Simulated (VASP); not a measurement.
Here is a VASP 6.6.1 calculation.

The input INCAR:

```
ALGO = Normal
EDIFF = 1E-6
ENCUT = 520
GGA = CA
ISIF = 2
ISMEAR = -1
LASPH = True
LCHARG = False
LREAL = False
LWAVE = False
NBANDS = 11
NELM = 80
PREC = Accurate
SIGMA = 0.05
```

Contents of KPOINTS:

```
k-points
0
Gamma
  11 11 11
```

POSCAR

```
C
1.0
    1.2280287114      0.7090027071      3.3470114498
   -1.2280287114      0.7090027071      3.3470114498
    0.0000000000     -1.4180054142      3.3470114498
C
2
Direct
    1.4929237831      0.8459299526      0.8459295135
    0.1737426475      0.1540704690      0.1540702066
```

Potentials or basis: VASP PAW LDA potentials, release 64 (C).

Launch:

```sh
$ cat potpaw_LDA.64/C/POTCAR > POTCAR
$ mpirun -np 1 vasp_std > vasp.out
```

(1) Estimate the pressure.

(2) Predict the band gap on the k mesh.

(3) Estimate the largest force.

## Answers

(1) -5.3 GPa.

(2) zero (band 4 reaches 7.25 eV, above the bottom of band 5 at 2.96 eV).

(3) 3.493 eV/Å.

Caveat: forces of over 1 eV/Å act on the atoms, so gaps and moduli don't describe the material at rest.
